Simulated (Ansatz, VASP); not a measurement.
**Two plane-wave programs on Sb**

```
CELL_PARAMETERS angstrom
1.95308 -6.19556 0.00000
1.95308 6.19556 0.00000
0.00000 0.00000 5.16887
ATOMIC_POSITIONS crystal
Sb 0.09800 0.90200 0.91000
Sb 0.59800 0.40200 0.59000
Sb 0.90200 0.09800 0.09000
Sb 0.40200 0.59800 0.41000
```

Alike in both runs: task relaxation of cell and atoms; functional r2SCAN; k mesh 6 × 6 × 4; occupations gaussian, width 0.1 eV; no spin polarisation.

```csv
,VASP,Ansatz
version,VASP 6.6.1,Ansatz 0.2.0
potentials or method,"VASP PAW PBE potentials, release 64 (Sb), cutoff 600 eV","scalar-relativistic, plane waves, PAW"
valence electrons in the cell,20,60
```

|  | VASP | Ansatz | Ansatz less VASP |
| --- | --- | --- | --- |
| gap on the k mesh at the Fermi level, each at its own relaxed structure (eV) | 0.15 | 0.14 | -0.011 |
| relaxed volume (Å³/atom) | 33.19 | 33.33 | +0.145 |
| relaxed length of the cell vector where the two differ most in proportion (Å) | 4.886 | 4.934 | +0.0476 |

VASP's potentials were made for PBE, not for r2SCAN. VASP's potentials hold 20 valence electrons a cell and Ansatz's 60, so a difference there can come from the potentials and not from the codes.

Neither program's run includes spin-orbit coupling.
